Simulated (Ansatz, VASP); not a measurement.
# HfO2: VASP beside Ansatz

File POSCAR:

```
HfO2
1.0
    5.0598000000      0.0000000000      0.0000000000
    0.0000000000     10.0172000000      0.0000000000
    0.0000000000      0.0000000000      5.2276000000
Hf O
8 16
Direct
    0.7451447471      0.8845374033      0.9648653962
    0.2451447471      0.6154625967      0.0351346038
    0.2548552529      0.3845374033      0.5351346038
    0.7548552529      0.1154625967      0.4648653962
    0.2548552529      0.1154625967      0.0351346038
    0.7548552529      0.3845374033      0.9648653962
    0.7451447471      0.6154625967      0.4648653962
    0.2451447471      0.8845374033      0.5351346038
    0.8705020244      0.7907450647      0.6240115848
    0.3705020244      0.7092549353      0.3759884152
    0.1294979756      0.2907450647      0.8759884152
    0.6294979756      0.2092549353      0.1240115848
    0.1294979756      0.2092549353      0.3759884152
    0.6294979756      0.2907450647      0.6240115848
    0.8705020244      0.7092549353      0.1240115848
    0.3705020244      0.7907450647      0.8759884152
    0.5028792467      0.9764425379      0.2617212256
    0.0028792467      0.5235574621      0.7382787744
    0.4971207533      0.4764425379      0.2382787744
    0.9971207533      0.0235574621      0.7617212256
    0.4971207533      0.0235574621      0.7382787744
    0.9971207533      0.4764425379      0.2617212256
    0.5028792467      0.5235574621      0.7617212256
    0.0028792467      0.9764425379      0.2382787744
```

The input INCAR.step1:

```
PREC = Accurate
ENCUT = 580
ISMEAR = -1
SIGMA = 0.02
LREAL = F
LASPH = T
NELM = 120
NBANDS = 106
GGA = PE
ALGO = Normal
EDIFF = 1E-5
LWAVE = T
LCHARG = F
GGA_COMPAT = F
KPAR = 4
```

Contents of INCAR.step2:

```
PREC = Accurate
ENCUT = 580
EDIFF = 1E-7
ISMEAR = -1
SIGMA = 0.02
LREAL = F
LASPH = T
NELM = 120
ALGO = Normal
ISIF = 2
LWAVE = F
LCHARG = F
METAGGA = R2SCAN
LMIXTAU = T
LEFG = T
NBANDS = 106
ISTART = 1
GGA_COMPAT = F
KPAR = 4
```

KPOINTS

```
Automatic mesh
0
Gamma
  4 2 4
```

Input for Ansatz:

```yaml
crystal:
  lattice:
    - [5.0598, 0.0, 0.0]
    - [0.0, 10.0172, 0.0]
    - [0.0, 0.0, 5.2276]
  atoms:
    - { symbol: Hf, position: [0.7451447471, 0.8845374033, 0.9648653962] }
    - { symbol: Hf, position: [0.2451447471, 0.6154625967, 0.0351346038] }
    - { symbol: Hf, position: [0.2548552529, 0.3845374033, 0.5351346038] }
    - { symbol: Hf, position: [0.7548552529, 0.1154625967, 0.4648653962] }
    - { symbol: Hf, position: [0.2548552529, 0.1154625967, 0.0351346038] }
    - { symbol: Hf, position: [0.7548552529, 0.3845374033, 0.9648653962] }
    - { symbol: Hf, position: [0.7451447471, 0.6154625967, 0.4648653962] }
    - { symbol: Hf, position: [0.2451447471, 0.8845374033, 0.5351346038] }
    - { symbol: O, position: [0.8705020244, 0.7907450647, 0.6240115848] }
    - { symbol: O, position: [0.3705020244, 0.7092549353, 0.3759884152] }
    - { symbol: O, position: [0.1294979756, 0.2907450647, 0.8759884152] }
    - { symbol: O, position: [0.6294979756, 0.2092549353, 0.1240115848] }
    - { symbol: O, position: [0.1294979756, 0.2092549353, 0.3759884152] }
    - { symbol: O, position: [0.6294979756, 0.2907450647, 0.6240115848] }
    - { symbol: O, position: [0.8705020244, 0.7092549353, 0.1240115848] }
    - { symbol: O, position: [0.3705020244, 0.7907450647, 0.8759884152] }
    - { symbol: O, position: [0.5028792467, 0.9764425379, 0.2617212256] }
    - { symbol: O, position: [0.0028792467, 0.5235574621, 0.7382787744] }
    - { symbol: O, position: [0.4971207533, 0.4764425379, 0.2382787744] }
    - { symbol: O, position: [0.9971207533, 0.0235574621, 0.7617212256] }
    - { symbol: O, position: [0.4971207533, 0.0235574621, 0.7382787744] }
    - { symbol: O, position: [0.9971207533, 0.4764425379, 0.2617212256] }
    - { symbol: O, position: [0.5028792467, 0.5235574621, 0.7617212256] }
    - { symbol: O, position: [0.0028792467, 0.9764425379, 0.2382787744] }
kpoints:
  mp_grid: { grid: [4, 2, 4] }
scf:
  occupations: { method: fermi_dirac, width: 0.02 }
hamiltonian:
  xc: r2scan
  pseudopotentials: { kind: paw, frozen_core: stored }
output:
  forces: true
  stress: true
  populations: true
  efg: { quadrupole_moments_barn: { Hf: 3.365, O: -0.02558 } }
  write_density: true
  write_potential: true
  elf: true
  volumetric_format: npy
```

Alike in both runs: task electric field gradients; functional r2SCAN; k mesh 4 × 2 × 4; occupations fermi-dirac, width 0.02 eV; no spin polarisation.

|  | VASP | Ansatz |
| --- | --- | --- |
| version | VASP 6.6.1 | Ansatz 0.2.0 |
| potentials or method | VASP PAW PBE potentials, release 64 (Hf_pv, O) | plane-wave PAW, scalar-relativistic |
| plane-wave cutoff (eV) | 580 | 500 |
| valence electrons in the cell | 176 | 304 |

|  | VASP | Ansatz | Ansatz less VASP |
| --- | --- | --- | --- |
| gap on the k mesh at the Fermi level (eV) | 4.86 | 4.90 | +0.046 |
| pressure (GPa) | -4.0 | -0.2 | +3.78 |
| traceless stress, the component that is largest in VASP (GPa) | -0.38 | -0.38 | +0.005 |
| rms of the force components (eV/Å) | 0.045 | 0.023 | -0.0211 |
| size of Vzz on the site where it differs most (V/Å²) | 97.1 | 110.5 | +13.43 |

VASP's potentials were made for PBE, not for r2SCAN. Atom by atom the forces differ by 0.024 eV/Å (rms over components). VASP's potentials hold 176 valence electrons a cell and Ansatz's 304, so a difference there can come from the potentials and not from the codes.

Neither program's run includes spin-orbit coupling.
